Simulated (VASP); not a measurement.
# AlAu in VASP: notebook, part 3 of 3

VASP 6.6.1. Earlier steps stand in the parts before.

### Step 5. Single point, r2SCAN

The input, POSCAR:

```
AlAu
1.0
    3.2239420000      0.0000000000      0.0000000000
    0.0000000000      3.2239420000      0.0000000000
    0.0000000000      0.0000000000      3.2239420000
Al Au
1 1
Direct
    0.0000000000      0.0000000000      0.0000000000
    0.5000000000      0.5000000000      0.5155089639
```

The input, INCAR.step1:

```
SYSTEM = AlAu
PREC = Accurate ; ENCUT = 520
ISMEAR = 1 ; SIGMA = 0.2
LREAL = .FALSE. ; LASPH = .TRUE.
NELM = 60 ; NBANDS = 14
GGA = PE ; ALGO = Normal
EDIFF = 1E-4 ; LWAVE = .TRUE.
LCHARG = .FALSE.
```

The input, INCAR.step2:

```
SYSTEM = AlAu
PREC = Accurate ; ENCUT = 520
EDIFF = 1E-7 ; ISMEAR = 1
SIGMA = 0.2 ; LREAL = .FALSE.
LASPH = .TRUE. ; NELM = 60
ALGO = Normal ; ISIF = 2
LWAVE = .FALSE. ; LCHARG = .FALSE.
METAGGA = R2SCAN ; LMIXTAU = .TRUE.
NBANDS = 14 ; ISTART = 1
```

The input, KPOINTS:

```
Automatic mesh
0
Gamma
  9 9 9
  0.5 0.5 0.5
```

Potentials or basis: VASP PAW PBE potentials, release 64 (Al, Au).

The run is started by

```bash
> cat potpaw_PBE.64/Al/POTCAR potpaw_PBE.64/Au/POTCAR > POTCAR
> cp INCAR.step1 INCAR
> mpirun -np 1 vasp_std > vasp.out
> cp INCAR.step2 INCAR
> mpirun -np 1 vasp_std > vasp.out
```

OUTCAR:

```text
SYSTEM = AlAu
   PREC = Accurate
   ENCUT = 520
   EDIFF = 1E-7
   ISMEAR = 1
   LREAL = .FALSE.
   LASPH = .TRUE.
   NELM = 60
   ISIF = 2
   METAGGA = R2SCAN
   ISTART = 1

 ion  position               nearest neighbor table
   1  0.000  0.000  0.000-   2 2.76   2 2.76   2 2.76   2 2.76   2 2.82   2 2.82   2 2.82   2 2.82

   2  0.500  0.500  0.516-   1 2.76   1 2.76   1 2.76   1 2.76   1 2.82   1 2.82   1 2.82   1 2.82

  LATTYP: Found a simple cubic cell.
 ALAT       =     3.2239420000

  Lattice vectors:

 A1 = (   3.2239420000,   0.0000000000,   0.0000000000)
 A2 = (   0.0000000000,   3.2239420000,   0.0000000000)
 A3 = (   0.0000000000,   0.0000000000,   3.2239420000)

Analysis of symmetry for initial positions (statically):
=====================================================================
 Subroutine PRICEL returns:
 Original cell was already a primitive cell.

 Routine SETGRP: Setting up the symmetry group for a
 simple cubic supercell.

 Subroutine GETGRP returns: Found  8 space group operations
 (whereof  8 operations were pure point group operations)
 out of a pool of 48 trial point group operations.

The static configuration has the point symmetry C_4v.

Analysis of symmetry for dynamics (positions and initial velocities):
=====================================================================
 Subroutine PRICEL returns:
 Original cell was already a primitive cell.

 Routine SETGRP: Setting up the symmetry group for a
 simple cubic supercell.

 Subroutine GETGRP returns: Found  8 space group operations
 (whereof  8 operations were pure point group operations)
 out of a pool of 48 trial point group operations.

The dynamic configuration has the point symmetry C_4v.

 Subroutine INISYM returns: Found  8 space group operations
 (whereof  8 operations are pure point group operations),
 and found     1 'primitive' translations

----------------------------------------------------------------------------------------

                                     Primitive cell

  volume of cell :      33.5090

  direct lattice vectors                    reciprocal lattice vectors
     3.223942000  0.000000000  0.000000000     0.310179277  0.000000000  0.000000000
     0.000000000  3.223942000  0.000000000     0.000000000  0.310179277  0.000000000
     0.000000000  0.000000000  3.223942000     0.000000000  0.000000000  0.310179277

  length of vectors
     3.223942000  3.223942000  3.223942000     0.310179277  0.310179277  0.310179277

  position of ions in fractional coordinates (direct lattice)
     0.000000000  0.000000000  0.000000000
     0.500000000  0.500000000  0.515508964

  ion indices of the primitive-cell ions
   primitive index   ion index
                 1           1
                 2           2

----------------------------------------------------------------------------------------

 KPOINTS: Automatic mesh

Automatic generation of k-mesh.
 Grid dimensions read from file:
 generate k-points for:    9    9    9

 Generating k-lattice:

  Cartesian coordinates                     Fractional coordinates (reciprocal lattice)
     0.034464364  0.000000000  0.000000000     0.111111111  0.000000000  0.000000000
     0.000000000  0.034464364  0.000000000     0.000000000  0.111111111  0.000000000
     0.000000000  0.000000000  0.034464364     0.000000000  0.000000000  0.111111111

  Length of vectors
     0.034464364  0.034464364  0.034464364

  Shift w.r.t. Gamma in fractional coordinates (k-lattice)
     0.500000000  0.500000000  0.500000000

 Subroutine IBZKPT returns following result:
 ===========================================

 Found     75 irreducible k-points:

 Following reciprocal coordinates:
            Coordinates               Weight
  0.055556  0.055556  0.055556      8.000000
  0.166667  0.055556  0.055556     16.000000
  0.055556  0.055556  0.166667      8.000000
  0.277778  0.055556  0.055556     16.000000
  0.055556  0.055556  0.277778      8.000000
  0.388889  0.055556  0.055556     16.000000
[... 16 lines left out ...]
  0.388889  0.277778  0.055556     16.000000
  0.055556  0.388889  0.277778     16.000000
 [... further k-points ...]
   k-points           NKPTS =     75   k-points in BZ     NKDIM =     75   number of bands    NBANDS=     14
   number of dos      NEDOS =    301   number of ions     NIONS =      2
   total plane-waves  NPLWV =  13824
   dimension x,y,z NGX =    24 NGY =   24 NGZ =   24
   dimension x,y,z NGXF=    48 NGYF=   48 NGZF=   48
   ions per type =               1   1
   NGX,Y,Z   is equivalent  to a cutoff of  12.38, 12.38, 12.38 a.u.
   NGXF,Y,Z  is equivalent  to a cutoff of  24.75, 24.75, 24.75 a.u.
 SYSTEM =  AlAu
   PREC   = accura    normal or accurate (medium, high low for compatibility)
   ISTART =      1    job   : 0-new  1-cont  2-samecut
   ICHARG =      0    charge: 1-file 2-atom 10-const
   ISPIN  =      1    spin polarized calculation?
   LNONCOLLINEAR =      F non collinear calculations
   LSORBIT =      F    spin-orbit coupling
   LASPH  =      T    aspherical Exc in radial PAW
   ENCUT  =  520.0 eV  38.22 Ry    6.18 a.u.   5.99  5.99  5.99*2*pi/ulx,y,z
   NELM   =     60;   NELMIN=  2; NELMDL=  0     # of ELM steps
   EDIFF  = 0.1E-06   stopping-criterion for ELM
   LREAL  =      F    real-space projection
   EDIFFG = 0.1E-05   stopping-criterion for IOM
   NSW    =      0    number of steps for IOM
   IBRION =     -1    ionic relax: 0-MD 1-quasi-New 2-CG
   NFREE  =      0    steps in history (QN), initial steepest desc. (CG)
   ISIF   =      2    stress and relaxation
   ISYM   =      2    0-nonsym 1-usesym 2-fastsym
   POTIM  = 0.5000    time-step for ionic-motion
   TEBEG  =    0.0;   TEEND  =   0.0 temperature during run
   PSTRESS=    0.0 pullay stress
   NELECT =      14.0000    total number of electrons
   NUPDOWN=      -1.0000    fix difference up-down
   EMIN   =  10.00;   EMAX   =-10.00  energy-range for DOS
   EFERMI =   0.00;   METHOD = LEGACY
   ISMEAR =     1;   SIGMA  =   0.20  broadening in eV -4-tet -1-fermi 0-gaus
   EFERMI_NEDOS =   21; number of points for ismear=-14 and -15
   IALGO  =     38    algorithm
   IMIX   =      4    mixing-type and parameters
     AMIX     =   0.40;   BMIX     =  1.00
     AMIX_MAG =   1.60;   BMIX_MAG =  1.00
  volume/ion in A,a.u.               =      16.75       113.06
  Fermi-wavevector in a.u.,A,eV,Ry     =   1.223856  2.312752 20.379123  1.497823
  Thomas-Fermi vector in A             =   2.358952
   LORBIT       =      0    0 simple, 1 ext, 2 COOP (PROOUT), +10 PAW based schemes
   METAGGA = R2SCAN    functional components
   LHFCALC =     F    Hartree Fock is set to
   AEXX    =    0.0000 exact exchange contribution
   IVDW    =     0    specifies the selected vdW correction
   LEPSILON=     F    determine dielectric tensor
   LRPA    =     F    only Hartree local field effects (RPA)
 non-spin polarized calculation
 Methfessel and Paxton  Order N= 1 SIGMA  =   0.20
  energy-cutoff  :      520.00
  volume of cell :       33.51
 maximum number of plane-waves:       920
 NGX is ok and might be reduce to    24
   NGX = 11   NGY = 11   NGZ = 11

 number of electron      14.0000001 magnetization

 Free energy of the ion-electron system (eV)
  ---------------------------------------------------
  ext. energy  EPLUGINS =         0.00000000
  ---------------------------------------------------
  free energy    TOTEN  =       -57.78406458 eV

  energy without entropy =      -57.78558079  energy(sigma->0) =      -57.78456999

 E-fermi :   9.5685     XC(G=0): -12.4498

 val. band max:        9.4759855754   @ k =   0.5000   0.5000   0.5000
 cond. band min:       9.6304587301   @ k =   0.3889   0.5000   0.5000
 fundamental gap:      0.1544731547
 Fermi energy:         9.5684898749

 k-point     1 :       0.0556    0.0556    0.0556
  band No.  band energies     occupation
      1      -2.2543      2.00000
      2       2.6518      2.00000
      3       2.6534      2.00000
      4       4.4937      2.00000
      5       4.5173      2.00000
      6       4.5181      2.00000
      7      12.1480     -0.00000
      8      12.2940     -0.00000
      9      12.3143     -0.00000
     10      17.5563      0.00000
     11      17.5653      0.00000
     12      17.7682      0.00000
     13      25.6599      0.00000
     14      25.6773      0.00000
[... 375 lines left out ...]
 k-point    24 :       0.0556    0.3889    0.2778
  band No.  band energies     occupation
      1       0.8718      2.00000
      2       2.3207      2.00000
      3       3.6057      2.00000
      4       3.7201      2.00000
      5       4.1490      2.00000
      6       4.3533      2.00000
      7       7.1601      2.00000
      8      10.5335     -0.00000
      9      13.7004      0.00000
     10      16.2757      0.00000
     11      19.2242      0.00000
     12      19.5677      0.00000
     13      22.1574      0.00000
     14      23.7129      0.00000

 [... further k-points ...]
[... 5 lines left out ...]
  --------------------------------------------------------------------------------------
  -------------------------------------------------------------------------------------
  Total       -1.0604283     -1.0604283     -1.0717993      0.0000000      0.0000000      0.0000000
  in kB      -50.7026002    -50.7026002    -51.2462834      0.0000000      0.0000000      0.0000000
  external PRESSURE =     -50.8838279 kB  Pullay stress =       0.0000000 kB

 VOLUME and BASIS-vectors are now :
 -----------------------------------------------------------------------------
  energy-cutoff  :      520.00
  volume of cell :       33.51
      direct lattice vectors                 reciprocal lattice vectors
     3.223942000  0.000000000  0.000000000     0.310179277  0.000000000  0.000000000
     0.000000000  3.223942000  0.000000000     0.000000000  0.310179277  0.000000000
     0.000000000  0.000000000  3.223942000     0.000000000  0.000000000  0.310179277

 POSITION                                       TOTAL-FORCE (eV/Angst)
 -----------------------------------------------------------------------------------
      0.00000      0.00000      0.00000         0.000000      0.000000      0.063901
      1.61197      1.61197      1.66197         0.000000     -0.000000     -0.063901
 -----------------------------------------------------------------------------------
    total drift:                                0.000000     -0.000000     -0.000080

  FREE ENERGIE OF THE ION-ELECTRON SYSTEM (eV)
  ---------------------------------------------------
  free  energy   TOTEN  =       -57.7840645815 eV

  energy  without entropy=      -57.7855807923  energy(sigma->0) =      -57.78456999
```

It took 3 min on 1 thread of AMD EPYC 9R45, shared host; peak memory 0.14 GiB.

What came out:

| Item | Value |
| --- | --- |
| Free energy | -57.7841 eV |
| Pressure | -5.1 GPa |
| Largest force | 0.064 eV/Å |
| Band gap on the k mesh | zero (band 7 reaches 12.15 eV, above the bottom of band 8 at 8.20 eV) |

Forces in eV/Å, atoms in the order of the input:
```
Al   0.000  0.000  0.064
Au   0.000  0.000 -0.064
```

Caveat: the PAW data sets were made with another functional, which shifts forces and pressure a little; spin-orbit coupling is left out, which moves the levels of the heavy elements.

### Step 6. Single point, r2SCAN

POSCAR: that of step 5 with these lines changed.

```diff
@@ -9,2 +9,2 @@
     0.0000000000      0.0000000000      0.0000000000
-    0.5000000000      0.5000000000      0.5155089639
+    0.5000000000      0.5000000000      0.5310179277
```

The input, INCAR.step1:

```
ALGO = Normal ; EDIFF = 1E-4
ENCUT = 520 ; GGA = PE
ISMEAR = 1 ; LASPH = T
LCHARG = F ; LREAL = F
LWAVE = T ; NBANDS = 14
NELM = 60 ; PREC = Accurate
SIGMA = 0.2
```

The input, INCAR.step2:

```
ALGO = Normal ; EDIFF = 1E-7
ENCUT = 520 ; ISIF = 2
ISMEAR = 1 ; ISTART = 1
LASPH = T ; LCHARG = F
LMIXTAU = T ; LREAL = F
LWAVE = F ; METAGGA = R2SCAN
NBANDS = 14 ; NELM = 60
PREC = Accurate ; SIGMA = 0.2
```

KPOINTS is that of step 5.

Potentials or basis: VASP PAW PBE potentials, release 64 (Al, Au).

The run is started by

```bash
> cat potpaw_PBE.64/Al/POTCAR potpaw_PBE.64/Au/POTCAR > POTCAR
> cp INCAR.step1 INCAR
> mpirun -np 1 vasp_std > vasp.out
> cp INCAR.step2 INCAR
> mpirun -np 1 vasp_std > vasp.out
```

OUTCAR:

```text
EDIFF = 1E-7
   ENCUT = 520
   ISIF = 2
   ISMEAR = 1
   ISTART = 1
   LASPH = T
   LREAL = F
   METAGGA = R2SCAN
   NELM = 60
   PREC = Accurate

 ion  position               nearest neighbor table
   1  0.000  0.000  0.000-   2 2.74   2 2.74   2 2.74   2 2.74   2 2.85   2 2.85   2 2.85   2 2.85

   2  0.500  0.500  0.531-   1 2.74   1 2.74   1 2.74   1 2.74   1 2.85   1 2.85   1 2.85   1 2.85

  LATTYP: Found a simple cubic cell.
 ALAT       =     3.2239420000

  Lattice vectors:

 A1 = (   3.2239420000,   0.0000000000,   0.0000000000)
 A2 = (   0.0000000000,   3.2239420000,   0.0000000000)
 A3 = (   0.0000000000,   0.0000000000,   3.2239420000)

Analysis of symmetry for initial positions (statically):
=====================================================================
 Subroutine PRICEL returns:
 Original cell was already a primitive cell.

 Routine SETGRP: Setting up the symmetry group for a
 simple cubic supercell.

 Subroutine GETGRP returns: Found  8 space group operations
 (whereof  8 operations were pure point group operations)
 out of a pool of 48 trial point group operations.

The static configuration has the point symmetry C_4v.

Analysis of symmetry for dynamics (positions and initial velocities):
=====================================================================
 Subroutine PRICEL returns:
 Original cell was already a primitive cell.

 Routine SETGRP: Setting up the symmetry group for a
 simple cubic supercell.

 Subroutine GETGRP returns: Found  8 space group operations
 (whereof  8 operations were pure point group operations)
 out of a pool of 48 trial point group operations.

The dynamic configuration has the point symmetry C_4v.

 Subroutine INISYM returns: Found  8 space group operations
 (whereof  8 operations are pure point group operations),
 and found     1 'primitive' translations

[... 115 lines left out ...]
  volume/ion in A,a.u.               =      16.75       113.06
  Fermi-wavevector in a.u.,A,eV,Ry     =   1.223856  2.312752 20.379123  1.497823
  Thomas-Fermi vector in A             =   2.358952
   LORBIT       =      0    0 simple, 1 ext, 2 COOP (PROOUT), +10 PAW based schemes
   METAGGA = R2SCAN    functional components
   LHFCALC =     F    Hartree Fock is set to
   AEXX    =    0.0000 exact exchange contribution
   IVDW    =     0    specifies the selected vdW correction
   LEPSILON=     F    determine dielectric tensor
   LRPA    =     F    only Hartree local field effects (RPA)
 non-spin polarized calculation
 Methfessel and Paxton  Order N= 1 SIGMA  =   0.20
  energy-cutoff  :      520.00
  volume of cell :       33.51
 maximum number of plane-waves:       920
 NGX is ok and might be reduce to    24
   NGX = 11   NGY = 11   NGZ = 11

 number of electron      14.0000000 magnetization

 Free energy of the ion-electron system (eV)
  ---------------------------------------------------
  ext. energy  EPLUGINS =         0.00000000
  ---------------------------------------------------
  free energy    TOTEN  =       -57.77912270 eV

  energy without entropy =      -57.78089011  energy(sigma->0) =      -57.77971184

 E-fermi :   9.5658     XC(G=0): -12.4475

 val. band max:        9.4778416509   @ k =   0.5000   0.5000   0.5000
 cond. band min:       9.5993283311   @ k =   0.3889   0.5000   0.5000
 fundamental gap:      0.1214866803
 Fermi energy:         9.5658370018

 k-point     1 :       0.0556    0.0556    0.0556
  band No.  band energies     occupation
      1      -2.2556      2.00000
      2       2.6389      2.00000
      3       2.6452      2.00000
      4       4.4810      2.00000
      5       4.5077      2.00000
      6       4.5103      2.00000
      7      12.1175     -0.00000
      8      12.2985     -0.00000
      9      12.3637     -0.00000
     10      17.5375      0.00000
     11      17.5760      0.00000
     12      17.7686      0.00000
     13      25.5826      0.00000
     14      25.6157      0.00000
[... 377 lines left out ...]
      1       0.8686      2.00000
      2       2.3111      2.00000
      3       3.6021      2.00000
      4       3.7065      2.00000
      5       4.1426      2.00000
      6       4.3448      2.00000
      7       7.1553      2.00000
      8      10.5381     -0.00000
      9      13.6979      0.00000
     10      16.2825      0.00000
     11      19.2217      0.00000
     12      19.5755      0.00000
     13      22.1618      0.00000
     14      23.7320      0.00000

 [... further k-points ...]
[... 5 lines left out ...]
  --------------------------------------------------------------------------------------
  -------------------------------------------------------------------------------------
  Total       -0.9922252     -0.9922252     -1.0377317      0.0000000     -0.0000000      0.0000000
  in kB      -47.4415851    -47.4415851    -49.6173991      0.0000000     -0.0000000      0.0000000
  external PRESSURE =     -48.1668565 kB  Pullay stress =       0.0000000 kB

 VOLUME and BASIS-vectors are now :
 -----------------------------------------------------------------------------
  energy-cutoff  :      520.00
  volume of cell :       33.51
      direct lattice vectors                 reciprocal lattice vectors
     3.223942000  0.000000000  0.000000000     0.310179277  0.000000000  0.000000000
     0.000000000  3.223942000  0.000000000     0.000000000  0.310179277  0.000000000
     0.000000000  0.000000000  3.223942000     0.000000000  0.000000000  0.310179277

 POSITION                                       TOTAL-FORCE (eV/Angst)
 -----------------------------------------------------------------------------------
      0.00000      0.00000      0.00000         0.000000      0.000000      0.135474
      1.61197      1.61197      1.71197         0.000000     -0.000000     -0.135474
 -----------------------------------------------------------------------------------
    total drift:                                0.000000     -0.000000     -0.000253

  FREE ENERGIE OF THE ION-ELECTRON SYSTEM (eV)
  ---------------------------------------------------
  free  energy   TOTEN  =       -57.7791226978 eV

  energy  without entropy=      -57.7808901120  energy(sigma->0) =      -57.77971184
```

OSZICAR.step1:

```text
N       E                     dE             d eps       ncg     rms          rms(c)
DAV:   1     0.533508438591E+02    0.53351E+02   -0.63549E+03  2148   0.869E+02
DAV:   2    -0.708396268152E+01   -0.60435E+02   -0.55388E+02  2508   0.176E+02
DAV:   3    -0.823959652675E+01   -0.11556E+01   -0.11502E+01  2592   0.228E+01
DAV:   4    -0.824588394776E+01   -0.62874E-02   -0.62870E-02  2538   0.209E+00
DAV:   5    -0.824596284986E+01   -0.78902E-04   -0.78902E-04  2634   0.236E-01    0.821E+00
DAV:   6    -0.752221633971E+01    0.72375E+00   -0.29046E+00  2232   0.151E+01    0.521E+00
DAV:   7    -0.748344552655E+01    0.38771E-01   -0.54418E-02  2376   0.217E+00    0.284E+00
DAV:   8    -0.746520148575E+01    0.18244E-01   -0.14041E-02  2364   0.754E-01    0.305E-01
DAV:   9    -0.746506315664E+01    0.13833E-03   -0.51784E-04  2552   0.194E-01    0.101E-01
DAV:  10    -0.746503779638E+01    0.25360E-04   -0.88029E-05  1418   0.703E-02
   1 F= -.74650378E+01 E0= -.74648083E+01  d E =-.688612E-03
```

Run time: 2.9 min. Hardware: 1 thread of AMD EPYC 9R45, shared host; peak memory 0.14 GiB.

What came out:

* Free energy: -57.7791 eV
* Pressure: -4.8 GPa
* Largest force: 0.135 eV/Å
* Band gap on the k mesh: zero (band 7 reaches 12.12 eV, above the bottom of band 8 at 8.19 eV)

Forces on the atoms (eV/Å):
```
Al   0.000  0.000  0.135
Au   0.000  0.000 -0.135
```

Levels at points of the mesh, in eV from the Fermi level:
```tsv
k point	band 3	band 4	band 5	band 6	band 7	band 8	band 9	band 10	band 11	band 12
(0.50, 0.50, 0.50)	-7.56	-4.13	-4.12	-0.09	0.91	0.91	0.93	2.29	3.72	3.73
```

Caveat: the PAW data sets were made with another functional, which shifts forces and pressure a little; spin-orbit coupling is left out, which moves the levels of the heavy elements.
